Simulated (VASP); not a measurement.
Set up this calculation in VASP 6.6.1, as the native input.

```yaml
Task: single point
Functional: PBE
Potentials_or_basis: VASP PAW PBE potentials, release 64 (Be, Zn, Te)
Cutoff: 520 eV
k_mesh: 6 × 6 × 1
Occupations: gaussian, width 0.1 eV
Spin: no spin polarisation
Dipole_correction: no
Further_INCAR_settings: ALGO = Normal; EDIFF = 1e-06; NBANDS = 46
```

The structure of Be2ZnTe3 lies in POSCAR:

```
Be2ZnTe3
1.0
    4.1098728000      0.0000000000      0.0000000000
   -2.0549364000      3.5592542000      0.0000000000
    0.0000000000      0.0000000000     20.4235883000
Be Zn Te
4 2 6
Direct
    0.6666667000      0.3333333000      0.1702870000
    0.6666667000      0.3333333000      0.8298830000
    0.3333333000      0.6666667000      0.3298830000
    0.3333333000      0.6666667000      0.6702870000
    0.6666667000      0.3333333000      0.5019910000
    0.3333333000      0.6666667000      0.0019910000
    0.6666667000      0.3333333000      0.2911430000
    0.6666667000      0.3333333000      0.6317960000
    0.6666667000      0.3333333000      0.9499010000
    0.3333333000      0.6666667000      0.1317960000
    0.3333333000      0.6666667000      0.4499010000
    0.3333333000      0.6666667000      0.7911430000
```

The input as run:

INCAR

```
SYSTEM = Be2ZnTe3
PREC = Accurate ; ENCUT = 520
EDIFF = 1E-6 ; ISMEAR = 0
SIGMA = 0.1 ; LREAL = .FALSE.
LASPH = .TRUE. ; NELM = 100
ALGO = Normal ; ISIF = 2
LWAVE = .FALSE. ; LCHARG = .FALSE.
GGA = PE ; NBANDS = 46
```

KPOINTS

```
Automatic mesh
0
G
  6 6 1
  0 0 0
```

Potentials or basis: VASP PAW PBE potentials, release 64 (Be, Zn, Te).

Command:

```bash
$ cat potpaw_PBE.64/Be/POTCAR potpaw_PBE.64/Zn/POTCAR potpaw_PBE.64/Te/POTCAR > POTCAR
$ mpirun -np 1 vasp_std > vasp.out
```

Results of the run:

```
Pressure               : 0.2 GPa
Largest force          : 0.006 eV/Å
Band gap on the k mesh : 1.66 eV (least direct gap 2.09 eV)
```

Caveat: spin-orbit coupling is left out, which moves the levels of the heavy elements.

Wall time 4.6 min on 1 thread of Intel Xeon 8259CL (shared host), peak memory 0.45 GiB.
